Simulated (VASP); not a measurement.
Input of a VASP 6.6.1 run:

The input INCAR:

```
PREC = Accurate ; ENCUT = 520
EDIFF = 1E-6 ; ISMEAR = -1
SIGMA = 0.03 ; LREAL = False
LASPH = True ; NELM = 80
ALGO = Normal ; ISIF = 2
LWAVE = False ; LCHARG = False
GGA = PS ; NBANDS = 20
```

File KPOINTS:

```
regular mesh
0
Gamma
  14 14 11
```

Contents of POSCAR:

```
Ga
1.0
    1.4031325000     -4.0334150000      0.0132175000
    1.3628675000      4.0195850000     -0.0270475000
   -0.1340996500     -0.0160624000      3.3305172500
Ga
2
Direct
    0.8690000000      0.1310000000      0.2500000000
    0.1310000000      0.8690000000      0.7500000000
```

Potentials or basis: VASP PAW PBE potentials, release 64 (Ga_d).

Launch:

```console
$ cat potpaw_PBE.64/Ga_d/POTCAR > POTCAR
$ mpirun -np 1 vasp_std > vasp.out
```

(1) Predict the largest force.

(2) Predict the band gap on the k mesh.

(3) Predict the pressure.

## Answers

(1) 0.178 eV/Å.

(2) zero (bands 13 and 14 overlap by 7.98 eV).

(3) -1.9 GPa.

Caveat: the cell differs from its parent crystal (equal xy, yz and zx shear strains of -1 %); the PAW data sets were made with another functional, which shifts forces and pressure a little.
